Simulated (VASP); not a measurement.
A run of VASP 6.6.1:

Contents of INCAR:

```
PREC = Accurate ; ENCUT = 520
EDIFF = 1E-8 ; ISMEAR = -1
SIGMA = 0.05 ; LREAL = F
LASPH = T ; NELM = 100
ALGO = Normal ; ISIF = 2
LWAVE = F ; LCHARG = T
GGA = PS ; NBANDS = 11
IBRION = 8 ; NSW = 1
```

KPOINTS

```
Automatic mesh
0
Gamma
  12 12 12
```

The input POSCAR:

```
Ba
1.0
    0.0000000000      3.1018106228      3.1018106228
    3.1018106228      0.0000000000      3.1018106228
    3.1018106228      3.1018106228      0.0000000000
Ba
1
Direct
    0.0000000000      0.0000000000      0.0000000000
```

Potentials or basis: VASP PAW PBE potentials, release 64 (Ba_sv).

Command:

```sh
$ cat potpaw_PBE.64/Ba_sv/POTCAR > POTCAR
$ mpirun -np 1 vasp_std > vasp.out
```

Hardware: 1 thread of Intel Xeon 8259CL (shared host).

Estimate the wall time of this run.

Wall time 4.5 min on 1 thread of Intel Xeon 8259CL, on a shared host, peak memory 0.4 GiB. Counts: scf iterations 28, k points 72.
